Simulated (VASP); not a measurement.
# Sc (I4_1/amd) in VASP: further runs

The runs below take Sc through single point, with PBE.

Program: VASP 6.6.1. These are calculated values, not measurements. Logs are shortened: lines on timing, memory, paths and dates and some standing lists are left out, and cuts for length are marked.

## Step 1: The cell of the first run

Symmetry: I4_1/amd, No. 141, tetragonal system. The conventional cell has a = 4.289 Å, b = 4.289 Å, c = 2.671 Å, α = 90.00°, β = 90.00°, γ = 90.00°. Sc (site symmetry -4m2) has 10 Sc at 2.25 to 2.93 Å within 3.0 Å.

## Step 2: Single point, PBE

Contents of INCAR:

```
PREC     = Accurate       # precision mode
ENCUT    = 520            # plane-wave cutoff, eV
EDIFF    = 1E-7           # SCF threshold, eV
ISMEAR   = -1             # smearing method
SIGMA    = 0.1            # smearing width, eV
LREAL    = F              # projectors in reciprocal space
LASPH    = T              # aspherical terms in the spheres
NELM     = 80             # most SCF steps
ALGO     = Normal         # electronic algorithm
ISIF     = 2              # what is computed and relaxed
LWAVE    = F              # write WAVECAR
LCHARG   = T              # write CHGCAR
GGA      = PE             # functional
LELF     = T              # ELF
LVHAR    = T            
NBANDS   = 18             # bands
```

Contents of KPOINTS:

```
regular mesh
0
Gamma
  17 17 17
```

Contents of POSCAR:

```
Sc
1.0
   -2.1447128337      2.1447128337      1.3356314735
    2.1447128337     -2.1447128337      1.3356314735
    2.1447128337      2.1447128337     -1.3356314735
Sc
2
Direct
   -0.3750000000     -0.1250000000     -0.2500000000
    0.3750000000      0.1250000000      0.2500000000
```

Potentials or basis: VASP PAW PBE potentials, release 64 (Sc_sv).

On the command line:

```console
> cat potpaw_PBE.64/Sc_sv/POTCAR > POTCAR
> mpirun -np 1 vasp_std > vasp.out
```

OUTCAR:

```text
PREC = Accurate
   ENCUT = 520
   EDIFF = 1E-7
   ISMEAR = -1
   LREAL = F
   LASPH = T
   NELM = 80
   ISIF = 2
   GGA = PE

 ion  position               nearest neighbor table
   1  0.625  0.875  0.750-   2 2.25   2 2.25   2 2.25   2 2.25   2 2.93   2 2.93   2 2.93   2 2.93

   2  0.375  0.125  0.250-   1 2.25   1 2.25   1 2.25   1 2.25   1 2.93   1 2.93   1 2.93   1 2.93

  LATTYP: Found a body centered tetragonal cell.
 ALAT       =     4.2894256674
 C/A-ratio  =     0.6227553883

  Lattice vectors:

 A1 = (  -2.1447128337,   2.1447128337,   1.3356314735)
 A2 = (   2.1447128337,  -2.1447128337,   1.3356314735)
 A3 = (   2.1447128337,   2.1447128337,  -1.3356314735)

Analysis of symmetry for initial positions (statically):
=====================================================================
 Subroutine PRICEL returns:
 Original cell was already a primitive cell.

 Routine SETGRP: Setting up the symmetry group for a
 body centered tetragonal supercell.

 Subroutine GETGRP returns: Found 16 space group operations
 (whereof  4 operations were pure point group operations)
 out of a pool of 16 trial point group operations.

The static configuration has the point symmetry C_2h.
 The point group associated with its full space group is D_4h.

Analysis of symmetry for dynamics (positions and initial velocities):
=====================================================================
 Subroutine PRICEL returns:
 Original cell was already a primitive cell.

 Routine SETGRP: Setting up the symmetry group for a
 body centered tetragonal supercell.

 Subroutine GETGRP returns: Found 16 space group operations
 (whereof  4 operations were pure point group operations)
 out of a pool of 16 trial point group operations.

The dynamic configuration has the point symmetry C_2h.
 The point group associated with its full space group is D_4h.

 Subroutine INISYM returns: Found 16 space group operations
 (whereof  4 operations are pure point group operations),
 and found     1 'primitive' translations

----------------------------------------------------------------------------------------

                                     Primitive cell

  volume of cell :      24.5745

  direct lattice vectors                    reciprocal lattice vectors
    -2.144712834  2.144712834  1.335631474     0.000000000  0.233131444  0.374354760
     2.144712834 -2.144712834  1.335631474     0.233131444  0.000000000  0.374354760
     2.144712834  2.144712834 -1.335631474     0.233131444  0.233131444  0.000000000

  length of vectors
     3.314136043  3.314136043  3.314136043     0.441012196  0.441012196  0.329697650

  position of ions in fractional coordinates (direct lattice)
     0.625000000  0.875000000  0.750000000
     0.375000000  0.125000000  0.250000000

  ion indices of the primitive-cell ions
   primitive index   ion index
                 1           1
                 2           2

----------------------------------------------------------------------------------------

 KPOINTS: regular mesh

Automatic generation of k-mesh.
 Grid dimensions read from file:
 generate k-points for:   17   17   17

 Generating k-lattice:

  Cartesian coordinates                     Fractional coordinates (reciprocal lattice)
     0.000000000  0.013713614  0.022020868     0.058823529  0.000000000  0.000000000
     0.013713614  0.000000000  0.022020868     0.000000000  0.058823529  0.000000000
     0.013713614  0.013713614  0.000000000     0.000000000  0.000000000  0.058823529

  Length of vectors
     0.025941894  0.025941894  0.019393979

  Shift w.r.t. Gamma in fractional coordinates (k-lattice)
     0.000000000  0.000000000  0.000000000

 Subroutine IBZKPT returns following result:
 ===========================================

 Found    405 irreducible k-points:

 Following reciprocal coordinates:
            Coordinates               Weight
  0.000000  0.000000  0.000000      1.000000
  0.058824 -0.000000  0.000000      8.000000
  0.117647  0.000000  0.000000      8.000000
  0.176471 -0.000000  0.000000      8.000000
  0.235294  0.000000  0.000000      8.000000
  0.294118 -0.000000  0.000000      8.000000
[... 16 lines left out ...]
 -0.176471  0.058824 -0.000000     16.000000
 -0.117647  0.058824  0.000000     16.000000
 [... further k-points ...]
   k-points           NKPTS =    405   k-points in BZ     NKDIM =    405   number of bands    NBANDS=     18
   number of dos      NEDOS =    301   number of ions     NIONS =      2
   total plane-waves  NPLWV =  21952
   dimension x,y,z NGX =    28 NGY =   28 NGZ =   28
   dimension x,y,z NGXF=    56 NGYF=   56 NGZF=   56
   ions per type =               2
   NGX,Y,Z   is equivalent  to a cutoff of  14.05, 14.05, 14.05 a.u.
   NGXF,Y,Z  is equivalent  to a cutoff of  28.09, 28.09, 28.09 a.u.
 SYSTEM =  unknown system
   PREC   = accura    normal or accurate (medium, high low for compatibility)
   ISTART =      0    job   : 0-new  1-cont  2-samecut
   ICHARG =      2    charge: 1-file 2-atom 10-const
   ISPIN  =      1    spin polarized calculation?
   LNONCOLLINEAR =      F non collinear calculations
   LSORBIT =      F    spin-orbit coupling
   LASPH  =      T    aspherical Exc in radial PAW
   ENCUT  =  520.0 eV  38.22 Ry    6.18 a.u.   6.16  6.16  6.16*2*pi/ulx,y,z
   NELM   =     80;   NELMIN=  2; NELMDL= -5     # of ELM steps
   EDIFF  = 0.1E-06   stopping-criterion for ELM
   LREAL  =      F    real-space projection
   EDIFFG = 0.1E-05   stopping-criterion for IOM
   NSW    =      0    number of steps for IOM
   IBRION =     -1    ionic relax: 0-MD 1-quasi-New 2-CG
   NFREE  =      0    steps in history (QN), initial steepest desc. (CG)
   ISIF   =      2    stress and relaxation
   ISYM   =      2    0-nonsym 1-usesym 2-fastsym
   POTIM  = 0.5000    time-step for ionic-motion
   TEBEG  =    0.0;   TEEND  =   0.0 temperature during run
   PSTRESS=    0.0 pullay stress
   NELECT =      22.0000    total number of electrons
   NUPDOWN=      -1.0000    fix difference up-down
   EMIN   =  10.00;   EMAX   =-10.00  energy-range for DOS
   EFERMI =   0.00;   METHOD = LEGACY
   ISMEAR =    -1;   SIGMA  =   0.10  broadening in eV -4-tet -1-fermi 0-gaus
   EFERMI_NEDOS =   21; number of points for ismear=-14 and -15
   IALGO  =     38    algorithm
   IMIX   =      4    mixing-type and parameters
     AMIX     =   0.40;   BMIX     =  1.00
     AMIX_MAG =   1.60;   BMIX_MAG =  1.00
  volume/ion in A,a.u.               =      12.29        82.92
  Fermi-wavevector in a.u.,A,eV,Ry     =   1.577808  2.981624 33.871394  2.489477
  Thomas-Fermi vector in A             =   2.678434
   LORBIT       =      0    0 simple, 1 ext, 2 COOP (PROOUT), +10 PAW based schemes
   GGA     = PE    functional components
   LHFCALC =     F    Hartree Fock is set to
   AEXX    =    0.0000 exact exchange contribution
   IVDW    =     0    specifies the selected vdW correction
   LEPSILON=     F    determine dielectric tensor
   LRPA    =     F    only Hartree local field effects (RPA)
 non-spin polarized calculation
  energy-cutoff  :      520.00
  volume of cell :       24.57
 maximum number of plane-waves:       676
 NGX is ok and might be reduce to    28
   NGX = 13   NGY = 13   NGZ = 13

 number of electron      22.0000000 magnetization

 Free energy of the ion-electron system (eV)
  ---------------------------------------------------
  ext. energy  EPLUGINS =         0.00000000
  ---------------------------------------------------
  free energy    TOTEN  =        -7.38721595 eV

  energy without entropy =       -7.34074230  energy(sigma->0) =       -7.36397913

 E-fermi :   8.6809     XC(G=0): -13.0823

 val. band max:        8.6788053106   @ k =  -0.2941  -0.4118   0.2353
 cond. band min:       8.6832691456   @ k =   0.2353   0.2353   0.1765
 fundamental gap:      0.0044638349
 Fermi energy:         8.6808804894

 k-point     1 :       0.0000    0.0000    0.0000
  band No.  band energies     occupation
      1     -40.5380      2.00000
      2     -38.4931      2.00000
      3     -19.9504      2.00000
      4     -19.9504      2.00000
      5     -17.4216      2.00000
      6     -17.3385      2.00000
[... 10 lines left out ...]
     17      12.6211      0.00000
     18      17.2008      0.00000

 k-point     2 :       0.0588   -0.0000    0.0000
  band No.  band energies     occupation
      1     -40.5165      2.00000
      2     -38.5018      2.00000
      3     -19.9529      2.00000
      4     -19.9183      2.00000
      5     -17.4759      2.00000
      6     -17.3954      2.00000
[... 10 lines left out ...]
     17      13.3162      0.00000
     18      17.1412      0.00000

 k-point     3 :       0.1176    0.0000    0.0000
  band No.  band energies     occupation
      1     -40.4539      2.00000
      2     -38.5278      2.00000
      3     -19.9600      2.00000
      4     -19.8282      2.00000
      5     -17.6417      2.00000
      6     -17.5460      2.00000
[... 10 lines left out ...]
     17      13.8302      0.00000
     18      16.9682      0.00000

 k-point     4 :       0.1765   -0.0000    0.0000
  band No.  band energies     occupation
      1     -40.3554      2.00000
      2     -38.5698      2.00000
      3     -19.9703      2.00000
      4     -19.7002      2.00000
      5     -17.9216      2.00000
      6     -17.7279      2.00000
[... 375 lines left out ...]
      4     -19.5547      2.00000
      5     -18.0548      2.00000
      6     -17.6917      2.00000
[... 10 lines left out ...]
     17      13.9315      0.00000
     18      16.4087      0.00000

 k-point    23 :      -0.1765    0.0588   -0.0000
  band No.  band energies     occupation
      1     -40.4067      2.00000
      2     -38.5796      2.00000
      3     -19.9722      2.00000
      4     -19.7135      2.00000
      5     -17.7461      2.00000
      6     -17.5270      2.00000
[... 10 lines left out ...]
     17      13.8806      0.00000
     18      16.7477      0.00000

 k-point    24 :      -0.1176    0.0588    0.0000
  band No.  band energies     occupation
      1     -40.4839      2.00000
      2     -38.5380      2.00000
      3     -19.9511      2.00000
      4     -19.8483      2.00000
      5     -17.5412      2.00000
      6     -17.3864      2.00000
[... 10 lines left out ...]
     17      13.4814      0.00000
     18      16.9862      0.00000

 [... further k-points ...]

------------------------ aborting loop because EDIFF is reached ----------------------------------------

  FORCE on cell =-STRESS in cart. coord.  units (eV):
  Direction    XX          YY          ZZ          XY          YZ          ZX
  --------------------------------------------------------------------------------------
  -------------------------------------------------------------------------------------
  Total       14.1216318     14.1216318     13.8536118      0.0000000     -0.0000000      0.0000000
  in kB      920.6838564    920.6838564    903.2098355      0.0000000     -0.0000000      0.0000000
  external PRESSURE =     914.8591827 kB  Pullay stress =       0.0000000 kB

 VOLUME and BASIS-vectors are now :
 -----------------------------------------------------------------------------
  energy-cutoff  :      520.00
  volume of cell :       24.57
      direct lattice vectors                 reciprocal lattice vectors
    -2.144712834  2.144712834  1.335631474     0.000000000  0.233131444  0.374354760
     2.144712834 -2.144712834  1.335631474     0.233131444  0.000000000  0.374354760
     2.144712834  2.144712834 -1.335631474     0.233131444  0.233131444  0.000000000

 POSITION                                       TOTAL-FORCE (eV/Angst)
 -----------------------------------------------------------------------------------
      2.14471      1.07236      1.00172         0.000000     -0.000000      0.000000
      0.00000      1.07236      0.33391        -0.000000      0.000000     -0.000000
 -----------------------------------------------------------------------------------
    total drift:                                0.000000      0.000000     -0.000000

  FREE ENERGIE OF THE ION-ELECTRON SYSTEM (eV)
  ---------------------------------------------------
  free  energy   TOTEN  =        -7.3872159548 eV

  energy  without entropy=       -7.3407422973  energy(sigma->0) =       -7.36397913
```

Wall time 2.2 min (1 thread of Intel Xeon Platinum 8488C (Sapphire Rapids), shared host); peak memory 0.27 GiB.

What came out:

```
Free energy            : -7.3872 eV
Pressure               : 91.5 GPa
Band gap on the k mesh : zero (band 11 reaches 10.57 eV, above the bottom of band 12 at 7.48 eV)
```

Stress tensor (GPa, compression positive):
```
92.07  0.00  0.00
 0.00 92.07  0.00
 0.00  0.00 90.32
```

## Step 3: Single point, PBE

Contents of INCAR:

```
  PREC = Accurate
  ENCUT = 520
  EDIFF = 1E-6
  ISMEAR = -1
  SIGMA = 0.1
  LREAL = F
  LASPH = T
  NELM = 80
  ALGO = Normal
  ISIF = 2
  LWAVE = F
  LCHARG = T
  GGA = PE
  LELF = T
  LVHAR = T
  NBANDS = 18
```

Contents of KPOINTS:

```
Automatic mesh
0
Gamma
  17 17 17
```

Contents of POSCAR:

```
Sc
1.0
   -2.1445399065      2.1445399065      1.3356519403
    2.1445399065     -2.1445399065      1.3356519403
    2.1445399065      2.1445399065     -1.3356519403
Sc
2
Direct
   -0.3750000000     -0.1250000000     -0.2500000000
    0.3750000000      0.1250000000      0.2500000000
```

Potentials or basis: VASP PAW PBE potentials, release 64 (Sc_sv).

On the command line:

```console
> cat potpaw_PBE.64/Sc_sv/POTCAR > POTCAR
> mpirun -np 1 vasp_std > vasp.out
```

Wall time 2 min (1 thread of Intel Xeon Platinum 8488C (Sapphire Rapids), shared host); peak memory 0.27 GiB.

It converged, with:

- Free energy: -7.3851 eV
- Pressure: 91.5 GPa
- Band gap on the k mesh: zero (band 11 reaches 10.57 eV, above the bottom of band 12 at 7.48 eV)

Stress tensor (GPa, compression positive):
```
92.13  0.00  0.00
 0.00 92.13  0.00
 0.00  0.00 90.36
```

Levels at points of the mesh, in eV from the Fermi level:
```csv
k point,band 7,band 8,band 9,band 10,band 11,band 12,band 13,band 14,band 15,band 16
"(0.00, 0.00, 0.00)",-25.39,-25.39,-4.84,-4.47,-0.54,0.21,1.78,3.62,3.62,3.94
```
